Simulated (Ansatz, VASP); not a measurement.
**Two plane-wave programs on C**

The input INCAR:

```
PREC = Accurate
ENCUT = 520
EDIFF = 1E-8
ISMEAR = -1
SIGMA = 0.08
LREAL = F
LASPH = T
NELM = 100
ALGO = Normal
ISIF = 2
LWAVE = F
LCHARG = F
LEFG = T
NBANDS = 11
```

KPOINTS

```
Automatic mesh
0
Gamma
  20 20 20
```

POSCAR

```
C
1.0
    0.0178340000      1.7923170000      1.7923170000
    1.7923170000      0.0178340000      1.7923170000
    1.7923170000      1.7923170000      0.0178340000
C
2
Direct
    0.5000000000      0.5000000000      0.5000000000
    0.7500000000      0.7500000000      0.7500000000
```

Input for Ansatz:

```yaml
crystal:
  lattice:
    - [0.017834, 1.792317, 1.792317]
    - [1.792317, 0.017834, 1.792317]
    - [1.792317, 1.792317, 0.017834]
  atoms:
    - { symbol: C, position: [0.5, 0.5, 0.5] }
    - { symbol: C, position: [0.75, 0.75, 0.75] }
kpoints:
  mp_grid: { grid: [20, 20, 20] }
scf:
  occupations: { method: fermi_dirac, width: 0.08 }
hamiltonian:
  xc: lda
  pseudopotentials: { kind: paw }
output:
  forces: true
  stress: true
  eigenvalues: true
  efg: { contact_densities: true }
```

Change from the starting cell: equal xy, yz and zx shear strains of +1 %, PAW files.

Alike in both runs: task electric field gradients; functional LDA; k mesh 20 × 20 × 20; occupations fermi-dirac, width 0.08 eV; no spin polarisation.

|  | VASP | Ansatz |
| --- | --- | --- |
| version | VASP 6.6.1 | Ansatz 0.2.0 |
| potentials or method | VASP PAW LDA potentials, release 64 (C) | PAW with Ansatz's default frozen-core files, scalar-relativistic |
| plane-wave cutoff (eV) | 520 | 420 |
| valence electrons in the cell | 8 | 8 |

```tsv
	VASP	Ansatz	Ansatz less VASP
gap on the k mesh at the Fermi level (eV)	4.09	4.10	+0.005
pressure (GPa)	-11.5	-13.0	-1.47
traceless stress, the component that is largest in VASP (GPa)	-5.53	-5.50	+0.032
rms of the force components (eV/Å)	0.020	0.017	-0.0030
size of Vzz on the site where it differs most (V/Å²)	2.2	2.1	-0.15
```

LDA's correlation is that of Perdew and Zunger in VASP and of Perdew and Wang (1992) in Ansatz. Atom by atom the forces differ by 0.003 eV/Å (rms over components).
